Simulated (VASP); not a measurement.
# Ca (Fm-3m) in VASP: a series of runs

Ca is run at these levels: r2SCAN; tasks: single point.

Everything below comes from runs of VASP 6.6.1. Logs are shortened: lines on timing, memory, paths and dates and some standing lists are left out, and cuts for length are marked.

### Step 1. The cell of the first run

The structure is cubic, space group Fm-3m (No. 225). Conventional cell: a = 5.567 Å, b = 5.567 Å, c = 5.567 Å, α = 90.00°, β = 90.00°, γ = 90.00°. Within 5.2 Å of Ca (site symmetry m-3m) lie 12 Ca at 3.94 Å.

### Step 2. Single point, r2SCAN

The input, POSCAR:

```
Ca
1.0
    0.0000000000      2.7835023068      2.7835023068
    2.7835023068      0.0000000000      2.7835023068
    2.7835023068      2.7835023068      0.0000000000
Ca
1
Direct
    0.0000000000      0.0000000000      0.0000000000
```

The input, INCAR.step1:

```
SYSTEM = Ca
PREC     = Accurate       ! precision mode
ENCUT    = 520            ! plane-wave cutoff, eV
ISMEAR   = 0              ! smearing method
SIGMA    = 0.6            ! smearing width, eV
LREAL    = .False.        ! projectors in reciprocal space
LASPH    = .True.         ! aspherical terms in the spheres
NELM     = 80             ! most SCF steps
NBANDS   = 11             ! bands
GGA      = PE             ! functional
ALGO     = Normal         ! electronic algorithm
EDIFF    = 1E-4           ! SCF threshold, eV
LWAVE    = .True.         ! write WAVECAR
LCHARG   = .False.        ! write CHGCAR
```

The input, INCAR.step2:

```
SYSTEM = Ca
PREC     = Accurate       ! precision mode
ENCUT    = 520            ! plane-wave cutoff, eV
EDIFF    = 1E-6           ! SCF threshold, eV
ISMEAR   = 0              ! smearing method
SIGMA    = 0.6            ! smearing width, eV
LREAL    = .False.        ! projectors in reciprocal space
LASPH    = .True.         ! aspherical terms in the spheres
NELM     = 80             ! most SCF steps
ALGO     = Normal         ! electronic algorithm
ISIF     = 2              ! what is computed and relaxed
LWAVE    = .False.        ! write WAVECAR
LCHARG   = .False.        ! write CHGCAR
METAGGA  = R2SCAN         ! meta-GGA
LMIXTAU  = .True.       
NBANDS   = 11             ! bands
ISTART   = 1
```

The input, KPOINTS:

```
Automatic mesh
0
Gamma
  10 10 10
  0 0 0
```

Potentials or basis: VASP PAW PBE potentials, release 64 (Ca_sv).

Started as:

```bash
> cat potpaw_PBE.64/Ca_sv/POTCAR > POTCAR
> cp INCAR.step1 INCAR
> mpirun -np 1 vasp_std > vasp.out
> cp INCAR.step2 INCAR
> mpirun -np 1 vasp_std > vasp.out
```

OUTCAR:

```text
SYSTEM = Ca
   PREC = Accurate
   ENCUT = 520
   EDIFF = 1E-6
   ISMEAR = 0
   LREAL = .False.
   LASPH = .True.
   NELM = 80
   ISIF = 2
   METAGGA = R2SCAN
   ISTART = 1

 ion  position               nearest neighbor table
   1  0.000  0.000  0.000-

  LATTYP: Found a face centered cubic cell.
 ALAT       =     5.5670046136

  Lattice vectors:

 A1 = (   0.0000000000,   2.7835023068,   2.7835023068)
 A2 = (   2.7835023068,   0.0000000000,   2.7835023068)
 A3 = (   2.7835023068,   2.7835023068,   0.0000000000)

Analysis of symmetry for initial positions (statically):
=====================================================================
 Subroutine PRICEL returns:
 Original cell was already a primitive cell.

 Routine SETGRP: Setting up the symmetry group for a
 face centered cubic supercell.

 Subroutine GETGRP returns: Found 48 space group operations
 (whereof 48 operations were pure point group operations)
 out of a pool of 48 trial point group operations.

The static configuration has the point symmetry O_h .

Analysis of symmetry for dynamics (positions and initial velocities):
=====================================================================
 Subroutine PRICEL returns:
 Original cell was already a primitive cell.

 Routine SETGRP: Setting up the symmetry group for a
 face centered cubic supercell.

 Subroutine GETGRP returns: Found 48 space group operations
 (whereof 48 operations were pure point group operations)
 out of a pool of 48 trial point group operations.

The dynamic configuration has the point symmetry O_h .

 Subroutine INISYM returns: Found 48 space group operations
 (whereof 48 operations are pure point group operations),
 and found     1 'primitive' translations

----------------------------------------------------------------------------------------

                                     Primitive cell

  volume of cell :      43.1325

  direct lattice vectors                    reciprocal lattice vectors
     0.000000000  2.783502307  2.783502307    -0.179629813  0.179629813  0.179629813
     2.783502307  0.000000000  2.783502307     0.179629813 -0.179629813  0.179629813
     2.783502307  2.783502307  0.000000000     0.179629813  0.179629813 -0.179629813

  length of vectors
     3.936466713  3.936466713  3.936466713     0.311127963  0.311127963  0.311127963

  position of ions in fractional coordinates (direct lattice)
     0.000000000  0.000000000  0.000000000

  ion indices of the primitive-cell ions
   primitive index   ion index
                 1           1

----------------------------------------------------------------------------------------

 KPOINTS: Automatic mesh

Automatic generation of k-mesh.
 Grid dimensions read from file:
 generate k-points for:   10   10   10

 Generating k-lattice:

  Cartesian coordinates                     Fractional coordinates (reciprocal lattice)
    -0.017962981  0.017962981  0.017962981     0.100000000  0.000000000  0.000000000
     0.017962981 -0.017962981  0.017962981     0.000000000  0.100000000  0.000000000
     0.017962981  0.017962981 -0.017962981     0.000000000  0.000000000  0.100000000

  Length of vectors
     0.031112796  0.031112796  0.031112796

  Shift w.r.t. Gamma in fractional coordinates (k-lattice)
     0.000000000  0.000000000  0.000000000

 Subroutine IBZKPT returns following result:
 ===========================================

 Found     47 irreducible k-points:

 Following reciprocal coordinates:
            Coordinates               Weight
  0.000000  0.000000  0.000000      1.000000
  0.100000  0.000000  0.000000      8.000000
  0.200000  0.000000  0.000000      8.000000
  0.300000  0.000000  0.000000      8.000000
  0.400000  0.000000  0.000000      8.000000
  0.500000  0.000000  0.000000      4.000000
[... 16 lines left out ...]
  0.300000  0.300000  0.000000      6.000000
  0.400000  0.300000  0.000000     24.000000
 [... further k-points ...]
   k-points           NKPTS =     47   k-points in BZ     NKDIM =     47   number of bands    NBANDS=     11
   number of dos      NEDOS =    301   number of ions     NIONS =      1
   total plane-waves  NPLWV =  27000
   dimension x,y,z NGX =    30 NGY =   30 NGZ =   30
   dimension x,y,z NGXF=    60 NGYF=   60 NGZF=   60
   ions per type =               1
   NGX,Y,Z   is equivalent  to a cutoff of  12.67, 12.67, 12.67 a.u.
   NGXF,Y,Z  is equivalent  to a cutoff of  25.34, 25.34, 25.34 a.u.
 SYSTEM =  Ca
   PREC   = accura    normal or accurate (medium, high low for compatibility)
   ISTART =      1    job   : 0-new  1-cont  2-samecut
   ICHARG =      0    charge: 1-file 2-atom 10-const
   ISPIN  =      1    spin polarized calculation?
   LNONCOLLINEAR =      F non collinear calculations
   LSORBIT =      F    spin-orbit coupling
   LASPH  =      T    aspherical Exc in radial PAW
   ENCUT  =  520.0 eV  38.22 Ry    6.18 a.u.   7.32  7.32  7.32*2*pi/ulx,y,z
   NELM   =     80;   NELMIN=  2; NELMDL=  0     # of ELM steps
   EDIFF  = 0.1E-05   stopping-criterion for ELM
   LREAL  =      F    real-space projection
   EDIFFG = 0.1E-04   stopping-criterion for IOM
   NSW    =      0    number of steps for IOM
   IBRION =     -1    ionic relax: 0-MD 1-quasi-New 2-CG
   NFREE  =      0    steps in history (QN), initial steepest desc. (CG)
   ISIF   =      2    stress and relaxation
   ISYM   =      2    0-nonsym 1-usesym 2-fastsym
   POTIM  = 0.5000    time-step for ionic-motion
   TEBEG  =    0.0;   TEEND  =   0.0 temperature during run
   PSTRESS=    0.0 pullay stress
   NELECT =      10.0000    total number of electrons
   NUPDOWN=      -1.0000    fix difference up-down
   EMIN   =  10.00;   EMAX   =-10.00  energy-range for DOS
   EFERMI =   0.00;   METHOD = LEGACY
   ISMEAR =     0;   SIGMA  =   0.60  broadening in eV -4-tet -1-fermi 0-gaus
   EFERMI_NEDOS =   21; number of points for ismear=-14 and -15
   IALGO  =     38    algorithm
   IMIX   =      4    mixing-type and parameters
     AMIX     =   0.40;   BMIX     =  1.00
     AMIX_MAG =   1.60;   BMIX_MAG =  1.00
  volume/ion in A,a.u.               =      43.13       291.07
  Fermi-wavevector in a.u.,A,eV,Ry     =   1.005711  1.900518 13.761678  1.011455
  Thomas-Fermi vector in A             =   2.138408
   LORBIT       =      0    0 simple, 1 ext, 2 COOP (PROOUT), +10 PAW based schemes
   METAGGA = R2SCAN    functional components
   LHFCALC =     F    Hartree Fock is set to
   AEXX    =    0.0000 exact exchange contribution
   IVDW    =     0    specifies the selected vdW correction
   LEPSILON=     F    determine dielectric tensor
   LRPA    =     F    only Hartree local field effects (RPA)
 non-spin polarized calculation
 Gauss-broadening in eV      SIGMA  =   0.60
  energy-cutoff  :      520.00
  volume of cell :       43.13
 maximum number of plane-waves:      1211
 NGX is ok and might be reduce to    30
   NGX = 15   NGY = 15   NGZ = 15

 number of electron       9.9999998 magnetization

 Free energy of the ion-electron system (eV)
  ---------------------------------------------------
  ext. energy  EPLUGINS =         0.00000000
  ---------------------------------------------------
  free energy    TOTEN  =        -7.12971675 eV

  energy without entropy =       -6.93598784  energy(sigma->0) =       -7.03285229

 E-fermi :   1.9094     XC(G=0):  -8.1439

 val. band max:        1.9024249166   @ k =  -0.4000   0.3000   0.0000
 cond. band min:       1.9461832184   @ k =  -0.3000   0.4000   0.1000
 fundamental gap:      0.0437583018
 Fermi energy:         1.9094241636

 k-point     1 :       0.0000    0.0000    0.0000
  band No.  band energies     occupation
      1     -41.8687      2.00000
      2     -21.9030      2.00000
      3     -21.9030      2.00000
      4     -21.9029      2.00000
      5      -2.3353      2.00000
      6       4.6122      0.00000
      7       4.6123      0.00000
      8       4.6123      0.00000
      9       5.7298      0.00000
     10       5.7298      0.00000
     11      11.4262      0.00000

 k-point     2 :       0.1000    0.0000    0.0000
  band No.  band energies     occupation
      1     -41.8675      2.00000
      2     -21.9161      2.00000
      3     -21.9047      2.00000
      4     -21.9047      2.00000
      5      -2.1577      2.00000
      6       4.4067      0.00000
      7       4.6761      0.00000
      8       4.6762      0.00000
      9       5.6728      0.00000
     10       5.6728      0.00000
     11      11.5981      0.00000

 k-point     3 :       0.2000    0.0000    0.0000
  band No.  band energies     occupation
      1     -41.8642      2.00000
      2     -21.9505      2.00000
      3     -21.9094      2.00000
      4     -21.9093      2.00000
      5      -1.6411      2.00000
      6       3.8879      0.00000
      7       4.7642      0.00000
      8       4.7642      0.00000
      9       5.6443      0.00000
     10       5.6443      0.00000
     11      10.5198      0.00000

 k-point     4 :       0.3000    0.0000    0.0000
  band No.  band energies     occupation
      1     -41.8601      2.00000
      2     -21.9926      2.00000
      3     -21.9151      2.00000
      4     -21.9151      2.00000
      5      -0.8362      2.00000
      6       3.1933      0.00248
      7       4.6820      0.00000
      8       4.6820      0.00000
      9       5.8896      0.00000
     10       5.8896      0.00000
     11       9.0272      0.00000
[... 239 lines left out ...]
 k-point    22 :      -0.2000    0.2000    0.0000
  band No.  band energies     occupation
      1     -41.8587      2.00000
      2     -21.9860      2.00000
      3     -21.9406      2.00000
      4     -21.9145      2.00000
      5      -0.5705      2.00000
      6       3.3354      0.00078
      7       4.1284      0.00000
      8       5.0693      0.00000
      9       5.3130      0.00000
     10       6.3643      0.00000
     11       9.5027      0.00000

 k-point    23 :       0.3000    0.3000    0.0000
  band No.  band energies     occupation
      1     -41.8573      2.00000
      2     -21.9884      2.00000
      3     -21.9353      2.00000
      4     -21.9353      2.00000
      5      -0.3789      2.00000
      6       3.2280      0.00188
      7       4.0314      0.00000
      8       5.4657      0.00000
      9       5.4657      0.00000
     10       6.1672      0.00000
     11      10.3782      0.00000

 k-point    24 :       0.4000    0.3000    0.0000
  band No.  band energies     occupation
      1     -41.8547      2.00000
      2     -22.0065      2.00000
      3     -21.9451      2.00000
      4     -21.9409      2.00000
      5       0.3125      1.99983
      6       2.9660      0.01276
      7       3.6088      0.00006
      8       5.5808      0.00000
      9       5.8887      0.00000
     10       6.3759      0.00000
     11       8.9832      0.00000

 [... further k-points ...]

------------------------ aborting loop because EDIFF is reached ----------------------------------------

  FORCE on cell =-STRESS in cart. coord.  units (eV):
  Direction    XX          YY          ZZ          XY          YZ          ZX
  --------------------------------------------------------------------------------------
  -------------------------------------------------------------------------------------
  Total        0.0361817      0.0361817      0.0361817      0.0000000      0.0000000      0.0000000
  in kB        1.3439879      1.3439879      1.3439879      0.0000000      0.0000000      0.0000000
  external PRESSURE =       1.3439879 kB  Pullay stress =       0.0000000 kB

 VOLUME and BASIS-vectors are now :
 -----------------------------------------------------------------------------
  energy-cutoff  :      520.00
  volume of cell :       43.13
      direct lattice vectors                 reciprocal lattice vectors
     0.000000000  2.783502307  2.783502307    -0.179629813  0.179629813  0.179629813
     2.783502307  0.000000000  2.783502307     0.179629813 -0.179629813  0.179629813
     2.783502307  2.783502307  0.000000000     0.179629813  0.179629813 -0.179629813

 POSITION                                       TOTAL-FORCE (eV/Angst)
 -----------------------------------------------------------------------------------
      0.00000      0.00000      0.00000         0.000000     -0.000000      0.000000
 -----------------------------------------------------------------------------------
    total drift:                               -0.000000     -0.000000      0.000000

  FREE ENERGIE OF THE ION-ELECTRON SYSTEM (eV)
  ---------------------------------------------------
  free  energy   TOTEN  =        -7.1297167468 eV

  energy  without entropy=       -6.9359878350  energy(sigma->0) =       -7.03285229
```

Run time: 52 s. Hardware: 1 thread of Intel Xeon 6975P-C (Granite Rapids), shared host; peak memory 0.17 GiB.

What came out:

- Free energy: -7.1297 eV
- Pressure: 0.1 GPa
- Band gap on the k mesh: zero (bands 5 and 6 overlap by 0.49 eV)

Caveat: so wide a smearing shifts energies and pressures; the PAW data sets were made with another functional, which shifts forces and pressure a little.

### Step 3. Single point, r2SCAN

POSCAR is that of step 2.

The input, INCAR.step1:

```
SYSTEM = Ca
PREC = Accurate
ENCUT = 520
ISMEAR = 0
SIGMA = 1.0
LREAL = .FALSE.
LASPH = .TRUE.
NELM = 80
NBANDS = 11
GGA = PE
ALGO = Normal
EDIFF = 1E-4
LWAVE = .TRUE.
LCHARG = .FALSE.
```

The input, INCAR.step2:

```
SYSTEM = Ca
PREC = Accurate
ENCUT = 520
EDIFF = 1E-7
ISMEAR = 0
SIGMA = 1.0
LREAL = .FALSE.
LASPH = .TRUE.
NELM = 80
ALGO = Normal
ISIF = 2
LWAVE = .FALSE.
LCHARG = .FALSE.
METAGGA = R2SCAN
LMIXTAU = .TRUE.
NBANDS = 11
ISTART = 1
```

The input, KPOINTS:

```
regular mesh
0
G
  10 10 10
  0 0 0
```

Potentials or basis: VASP PAW PBE potentials, release 64 (Ca_sv).

Started as:

```bash
> cat potpaw_PBE.64/Ca_sv/POTCAR > POTCAR
> cp INCAR.step1 INCAR
> mpirun -np 1 vasp_std > vasp.out
> cp INCAR.step2 INCAR
> mpirun -np 1 vasp_std > vasp.out
```

It took 62 s on 1 thread of Intel Xeon 6975P-C (Granite Rapids), shared host; peak memory 0.18 GiB.

The run converged. Its results:

```
Free energy            : -7.3043 eV
Pressure               : 0.3 GPa
Band gap on the k mesh : zero (bands 5 and 6 overlap by 0.50 eV)
```

Levels at points of the mesh, in eV from the Fermi level:
```tsv
k point	band 1	band 2	band 3	band 4	band 5	band 6	band 7	band 8	band 9	band 10
(0.00, 0.00, 0.00)	-43.63	-23.67	-23.67	-23.67	-4.17	2.81	2.81	2.81	3.95	3.95
(0.50, 0.00, 0.00)	-43.61	-23.80	-23.69	-23.69	-0.84	-0.23	2.68	2.68	4.65	4.65
(0.50, 0.50, 0.00)	-43.61	-23.80	-23.72	-23.72	-0.29	0.88	0.99	4.65	4.83	4.83
```

Caveat: so wide a smearing shifts energies and pressures; the PAW data sets were made with another functional, which shifts forces and pressure a little.
